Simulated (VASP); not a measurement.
The system is Cu.

```
CELL_PARAMETERS angstrom
-1.44279 1.44279 1.37608
1.44279 -1.44279 1.37608
1.44279 1.44279 -1.37608
ATOMIC_POSITIONS crystal
Cu 0.00000 0.00000 0.00000
```

| Property | Result |
| --- | --- |
| Program | VASP 6.6.1 |
| Task | relaxation of cell and atoms |
| Functional | PBEsol |
| Dispersion | D3(BJ) |
| Potentials or basis | VASP PAW PBE potentials, release 64 (Cu) |
| Cutoff | 600 eV |
| k mesh | 13 × 13 × 13 |
| Occupations | fermi-dirac, width 0.05 eV |
| Spin | no spin polarisation |

At the start: pressure -7.8 GPa; volume 11.46 Å³/atom.

**Question.** Where does the relaxation end?

**Answer.** Over 34 steps the energy falls by 15.2 meV/atom and the volume is 10.90 Å³/atom (-4.9 %); space group I4/mmm (No. 139, to 0.1 Å) before and after.

Step by step:
```csv
step,energy change (eV),largest force (eV/Å),pressure (GPa),volume (Å³)
1,0.0000,0.0000,-7.83,11.46
2,-0.0084,0.0000,4.59,10.55
3,-0.0151,0.0000,-0.55,10.90
4,-0.0150,0.0000,1.74,10.86
5,-0.0151,0.0000,-0.75,10.89
6,-0.0151,0.0000,0.82,10.88
7,-0.0149,0.0000,-1.14,10.96
8,-0.0151,0.0000,-0.03,10.90
9,-0.0151,0.0000,-0.82,10.90
10,-0.0149,0.0000,1.15,10.83
11,-0.0151,0.0000,0.14,10.89
12,-0.0151,0.0000,-0.16,10.89
13,-0.0151,0.0000,0.09,10.89
14,-0.0151,0.0000,-0.66,10.89
15,-0.0150,0.0000,0.89,10.85
16,-0.0151,0.0000,-0.43,10.87
17,-0.0151,0.0000,0.60,10.86
18,-0.0151,0.0000,-0.13,10.87
19,-0.0151,0.0000,0.85,10.86
20,-0.0151,0.0000,0.65,10.87
21,-0.0151,0.0000,0.07,10.89
22,-0.0151,0.0000,0.03,10.90
23,-0.0151,0.0000,-0.20,10.91
24,-0.0151,0.0000,-0.15,10.90
25,-0.0151,0.0000,0.26,10.90
26,-0.0151,0.0000,0.02,10.90
27,-0.0151,0.0000,-0.03,10.90
28,-0.0152,0.0000,-0.05,10.90
29,-0.0152,0.0000,-0.41,10.90
30,-0.0152,0.0000,0.92,10.90
31,-0.0151,0.0000,0.92,10.90
32,-0.0152,0.0000,-0.14,10.90
33,-0.0152,0.0000,0.15,10.90
34,-0.0152,0.0000,0.13,10.90
```

Final structure:
```xyz
1
Lattice="-1.4131 1.4131 1.3647 1.4131 -1.4131 1.3647 1.4131 1.4131 -1.3647" Properties=species:S:1:pos:R:3 pbc="T T T"
Cu    0.0000    0.0000    0.0000
```

Caveat: the PAW data sets were made with another functional, which shifts forces and pressure a little.
